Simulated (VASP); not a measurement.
# K2Au (P-3m1) in VASP: relaxation of cell and atoms with PBE

Aim: the relaxation of cell and atoms of K2Au with PBE.

Everything below comes from runs of VASP 6.6.1. Logs are shortened: lines on timing, memory, paths and dates and some standing lists are left out, and cuts for length are marked.

### 1 The cell of the first run

Symmetry: P-3m1, No. 164, trigonal system. The conventional cell has a = 4.733 Å, b = 4.733 Å, c = 8.058 Å, α = 90.00°, β = 90.00°, γ = 120.00°. K (site symmetry 3m) has 3 Au at 3.35 Å within 4.4 Å. Au (site symmetry -3m) has 6 K at 3.35 Å within 4.4 Å.

The cell was built from a structure type or drawn by symmetry, and may not be a known phase.

### 2 Relaxation of cell and atoms, PBE

INCAR reads:

```
SYSTEM = K2Au
PREC = Accurate
ENCUT = 600
EDIFF = 1E-6
ISMEAR = 0
SIGMA = 0.1
LREAL = .FALSE.
LASPH = .TRUE.
NELM = 80
ALGO = Fast
ISIF = 3
LWAVE = .FALSE.
LCHARG = .FALSE.
GGA = PE
IBRION = 2
NSW = 100
EDIFFG = -0.01
```

KPOINTS reads:

```
regular mesh
0
G
  12 12 6
  0 0 0
```

POSCAR reads:

```
K2Au
1.0
    4.7329999000      0.0000000000      0.0000000000
   -2.3665000000      4.0988982000      0.0000000000
    0.0000000000      0.0000000000      8.0583791000
K Au
2 1
Direct
    0.3333333000      0.6666667000      0.2406990000
    0.6666667000      0.3333333000      0.7593010000
    0.0000000000      0.0000000000      0.0000000000
```

Potentials or basis: VASP PAW PBE potentials, release 64 (K_sv, Au).

Started as:

```console
> cat potpaw_PBE.64/K_sv/POTCAR potpaw_PBE.64/Au/POTCAR > POTCAR
> mpirun -np 1 vasp_std > vasp.out
```

OUTCAR:

```text
SYSTEM = K2Au
   PREC = Accurate
   ENCUT = 600
   EDIFF = 1E-6
   ISMEAR = 0
   LREAL = .FALSE.
   LASPH = .TRUE.
   NELM = 80
   ISIF = 3
   GGA = PE
   IBRION = 2
   NSW = 100
   EDIFFG = -0.01

 ion  position               nearest neighbor table
   1  0.333  0.667  0.241-   3 3.35   3 3.35   3 3.35
   2  0.667  0.333  0.759-   3 3.35   3 3.35   3 3.35
   3  0.000  0.000  0.000-   1 3.35   2 3.35   2 3.35   1 3.35   2 3.35   1 3.35

  LATTYP: Found a hexagonal cell.
 ALAT       =     4.7329999000
 C/A-ratio  =     1.7025943947

  Lattice vectors:

 A1 = (   4.7329999000,   0.0000000000,   0.0000000000)
 A2 = (  -2.3665000000,   4.0988982000,   0.0000000000)
 A3 = (   0.0000000000,   0.0000000000,   8.0583791000)

Analysis of symmetry for initial positions (statically):
=====================================================================
 Subroutine PRICEL returns:
 Original cell was already a primitive cell.

 Routine SETGRP: Setting up the symmetry group for a
 hexagonal supercell.

 Subroutine GETGRP returns: Found 12 space group operations
 (whereof 12 operations were pure point group operations)
 out of a pool of 24 trial point group operations.

The static configuration has the point symmetry D_3d.

Analysis of symmetry for dynamics (positions and initial velocities):
=====================================================================
 Subroutine PRICEL returns:
 Original cell was already a primitive cell.

 Routine SETGRP: Setting up the symmetry group for a
 hexagonal supercell.

 Subroutine GETGRP returns: Found 12 space group operations
 (whereof 12 operations were pure point group operations)
 out of a pool of 24 trial point group operations.

The dynamic configuration has the point symmetry D_3d.

 Subroutine INISYM returns: Found 12 space group operations
 (whereof 12 operations are pure point group operations),
 and found     1 'primitive' translations

----------------------------------------------------------------------------------------

                                     Primitive cell

  volume of cell :     156.3332

  direct lattice vectors                    reciprocal lattice vectors
     4.732999900  0.000000000  0.000000000     0.211282489  0.121984003  0.000000000
    -2.366500000  4.098898200  0.000000000     0.000000000  0.243968001  0.000000000
     0.000000000  0.000000000  8.058379100     0.000000000  0.000000000  0.124094435

  length of vectors
     4.732999900  4.732999969  8.058379100     0.243968005  0.243968001  0.124094435

  position of ions in fractional coordinates (direct lattice)
     0.333333300  0.666666700  0.240699000
     0.666666700  0.333333300  0.759301000
     0.000000000  0.000000000  0.000000000

  ion indices of the primitive-cell ions
   primitive index   ion index
                 1           1
                 2           2
                 3           3

----------------------------------------------------------------------------------------

 KPOINTS: regular mesh

Automatic generation of k-mesh.
 Grid dimensions read from file:
 generate k-points for:   12   12    6

 Generating k-lattice:

  Cartesian coordinates                     Fractional coordinates (reciprocal lattice)
     0.017606874  0.010165334  0.000000000     0.083333333  0.000000000  0.000000000
     0.000000000  0.020330667  0.000000000     0.000000000  0.083333333  0.000000000
     0.000000000  0.000000000  0.020682406     0.000000000  0.000000000  0.166666667

  Length of vectors
     0.020330667  0.020330667  0.020682406

  Shift w.r.t. Gamma in fractional coordinates (k-lattice)
     0.000000000  0.000000000  0.000000000

 Subroutine IBZKPT returns following result:
 ===========================================

 Found    100 irreducible k-points:

 Following reciprocal coordinates:
            Coordinates               Weight
  0.000000  0.000000  0.000000      1.000000
  0.083333  0.000000  0.000000      6.000000
  0.166667 -0.000000  0.000000      6.000000
  0.250000 -0.000000  0.000000      6.000000
  0.333333  0.000000  0.000000      6.000000
  0.416667  0.000000  0.000000      6.000000
[... 16 lines left out ...]
  0.166667 -0.000000  0.166667      6.000000
  0.000000  0.166667  0.166667      6.000000
 [... further k-points ...]
   k-points           NKPTS =    100   k-points in BZ     NKDIM =    100   number of bands    NBANDS=     18
   number of dos      NEDOS =    301   number of ions     NIONS =      3
   total plane-waves  NPLWV = 102400
   dimension x,y,z NGX =    40 NGY =   40 NGZ =   64
   dimension x,y,z NGXF=    80 NGYF=   80 NGZF=  128
   ions per type =               2   1
   NGX,Y,Z   is equivalent  to a cutoff of  14.05, 14.05, 13.20 a.u.
   NGXF,Y,Z  is equivalent  to a cutoff of  28.10, 28.10, 26.41 a.u.
 SYSTEM =  K2Au
   PREC   = accura    normal or accurate (medium, high low for compatibility)
   ISTART =      0    job   : 0-new  1-cont  2-samecut
   ICHARG =      2    charge: 1-file 2-atom 10-const
   ISPIN  =      1    spin polarized calculation?
   LNONCOLLINEAR =      F non collinear calculations
   LSORBIT =      F    spin-orbit coupling
   LASPH  =      T    aspherical Exc in radial PAW
   ENCUT  =  600.0 eV  44.10 Ry    6.64 a.u.   9.45  9.45 16.09*2*pi/ulx,y,z
   NELM   =     80;   NELMIN=  2; NELMDL= -5     # of ELM steps
   EDIFF  = 0.1E-05   stopping-criterion for ELM
   LREAL  =      F    real-space projection
   EDIFFG = -.1E-01   stopping-criterion for IOM
   NSW    =    100    number of steps for IOM
   IBRION =      2    ionic relax: 0-MD 1-quasi-New 2-CG
   NFREE  =      1    steps in history (QN), initial steepest desc. (CG)
   ISIF   =      3    stress and relaxation
   ISYM   =      2    0-nonsym 1-usesym 2-fastsym
   POTIM  = 0.5000    time-step for ionic-motion
   TEBEG  =    0.0;   TEEND  =   0.0 temperature during run
   PSTRESS=    0.0 pullay stress
   NELECT =      29.0000    total number of electrons
   NUPDOWN=      -1.0000    fix difference up-down
   EMIN   =  10.00;   EMAX   =-10.00  energy-range for DOS
   EFERMI =   0.00;   METHOD = LEGACY
   ISMEAR =     0;   SIGMA  =   0.10  broadening in eV -4-tet -1-fermi 0-gaus
   EFERMI_NEDOS =   21; number of points for ismear=-14 and -15
   IALGO  =     68    algorithm
   IMIX   =      4    mixing-type and parameters
     AMIX     =   0.40;   BMIX     =  1.00
     AMIX_MAG =   1.60;   BMIX_MAG =  1.00
  volume/ion in A,a.u.               =      52.11       351.66
  Fermi-wavevector in a.u.,A,eV,Ry     =   0.933664  1.764368 11.860574  0.871728
  Thomas-Fermi vector in A             =   2.060388
   LORBIT       =      0    0 simple, 1 ext, 2 COOP (PROOUT), +10 PAW based schemes
   GGA     = PE    functional components
   LHFCALC =     F    Hartree Fock is set to
   AEXX    =    0.0000 exact exchange contribution
   IVDW    =     0    specifies the selected vdW correction
   LEPSILON=     F    determine dielectric tensor
   LRPA    =     F    only Hartree local field effects (RPA)
 conjugate gradient relaxation of ions
 non-spin polarized calculation
 RMM-DIIS sequential band-by-band and
 Gauss-broadening in eV      SIGMA  =   0.10
  energy-cutoff  :      600.00
  volume of cell :      156.33
 maximum number of plane-waves:      5254
 NGX is ok and might be reduce to    40
   NGX = 19   NGY = 19   NGZ = 33

 number of electron      29.0000002 magnetization

 Free energy of the ion-electron system (eV)
  ---------------------------------------------------
  ext. energy  EPLUGINS =         0.00000000
  ---------------------------------------------------
  free energy    TOTEN  =        -5.83761127 eV

  energy without entropy =       -5.82448607  energy(sigma->0) =       -5.83104867

 E-fermi :   0.7846     XC(G=0):  -6.4645

 val. band max:        0.7766369219   @ k =   0.2500  -0.0000   0.0000
 cond. band min:       0.7876415744   @ k =  -0.1667   0.4167   0.3333
 fundamental gap:      0.0110046525
 Fermi energy:         0.7846155019

 k-point     1 :       0.0000    0.0000    0.0000
  band No.  band energies     occupation
      1     -30.9109      2.00000
      2     -30.9081      2.00000
      3     -14.4426      2.00000
      4     -14.3901      2.00000
      5     -14.3901      2.00000
      6     -14.3819      2.00000
[... 10 lines left out ...]
     17       4.2296      0.00000
     18       4.2297      0.00000

 k-point     2 :       0.0833    0.0000    0.0000
  band No.  band energies     occupation
      1     -30.9107      2.00000
      2     -30.9080      2.00000
      3     -14.4410      2.00000
      4     -14.3933      2.00000
      5     -14.3909      2.00000
      6     -14.3838      2.00000
[... 10 lines left out ...]
     17       3.9252      0.00000
     18       4.2233      0.00000

 k-point     3 :       0.1667   -0.0000    0.0000
  band No.  band energies     occupation
      1     -30.9101      2.00000
      2     -30.9077      2.00000
      3     -14.4368      2.00000
      4     -14.4018      2.00000
      5     -14.3943      2.00000
      6     -14.3929      2.00000
[... 10 lines left out ...]
     17       3.2679      0.00000
     18       4.1899      0.00000

 k-point     4 :       0.2500   -0.0000    0.0000
  band No.  band energies     occupation
      1     -30.9093      2.00000
      2     -30.9073      2.00000
      3     -14.4312      2.00000
      4     -14.4138      2.00000
      5     -14.4072      2.00000
      6     -14.3957      2.00000
[... 375 lines left out ...]
      4     -14.3928      2.00000
      5     -14.3906      2.00000
      6     -14.3869      2.00000
[... 10 lines left out ...]
     17       3.9176      0.00000
     18       4.2217      0.00000

 k-point    23 :       0.1667   -0.0000    0.1667
  band No.  band energies     occupation
      1     -30.9099      2.00000
      2     -30.9078      2.00000
      3     -14.4340      2.00000
      4     -14.4022      2.00000
      5     -14.3949      2.00000
      6     -14.3920      2.00000
[... 10 lines left out ...]
     17       3.3014      0.00000
     18       4.1701      0.00000

 k-point    24 :       0.0000    0.1667    0.1667
  band No.  band energies     occupation
      1     -30.9100      2.00000
      2     -30.9078      2.00000
      3     -14.4345      2.00000
      4     -14.4009      2.00000
      5     -14.3963      2.00000
      6     -14.3929      2.00000
[... 10 lines left out ...]
     17       3.2588      0.00000
     18       4.1902      0.00000

 [... further k-points ...]

------------------------ aborting loop because EDIFF is reached ----------------------------------------

  FORCE on cell =-STRESS in cart. coord.  units (eV):
  Direction    XX          YY          ZZ          XY          YZ          ZX
  --------------------------------------------------------------------------------------
  -------------------------------------------------------------------------------------
  Total       -0.0140134     -0.0140134     -0.0149593      0.0000000      0.0000000     -0.0000000
  in kB       -0.1436164     -0.1436164     -0.1533102      0.0000000      0.0000000     -0.0000000
  external PRESSURE =      -0.1468477 kB  Pullay stress =       0.0000000 kB

 VOLUME and BASIS-vectors are now :
 -----------------------------------------------------------------------------
  energy-cutoff  :      600.00
  volume of cell :      156.33
      direct lattice vectors                 reciprocal lattice vectors
     4.732999900  0.000000000  0.000000000     0.211282489  0.121984003  0.000000000
    -2.366500000  4.098898200  0.000000000     0.000000000  0.243968001  0.000000000
     0.000000000  0.000000000  8.058379100     0.000000000  0.000000000  0.124094435

 POSITION                                       TOTAL-FORCE (eV/Angst)
 -----------------------------------------------------------------------------------
     -0.00000      2.73260      1.93964         0.000000      0.000000     -0.000544
      2.36650      1.36630      6.11874        -0.000000     -0.000000      0.000544
      0.00000      0.00000      0.00000         0.000000      0.000000      0.000000
 -----------------------------------------------------------------------------------
    total drift:                               -0.000000      0.000000      0.000000

  FREE ENERGIE OF THE ION-ELECTRON SYSTEM (eV)
  ---------------------------------------------------
  free  energy   TOTEN  =        -5.8376112745 eV

  energy  without entropy=       -5.8244860698  energy(sigma->0) =       -5.83104867

 reached required accuracy - stopping structural energy minimisation
```

Run time: 12 min. Hardware: 1 thread of Intel Xeon 8259CL, shared host; peak memory 0.56 GiB.

What came out:

- Free energy: -5.8376 eV
- Pressure after relaxing: 0.0 GPa
- Band gap on the k mesh: zero (an odd number of electrons rules out a gap without spin polarisation)

Final structure:
```xyz
3
Lattice="4.7330 0.0000 0.0000 -2.3665 4.0989 0.0000 0.0000 0.0000 8.0584" Properties=species:S:1:pos:R:3 pbc="T T T"
K     0.0000    2.7326    1.9396
K     2.3665    1.3663    6.1187
Au    0.0000    0.0000    0.0000
```

Caveat: the relaxation stopped at its first step, so nothing moved; spin-orbit coupling is left out, which moves the levels of the heavy elements.
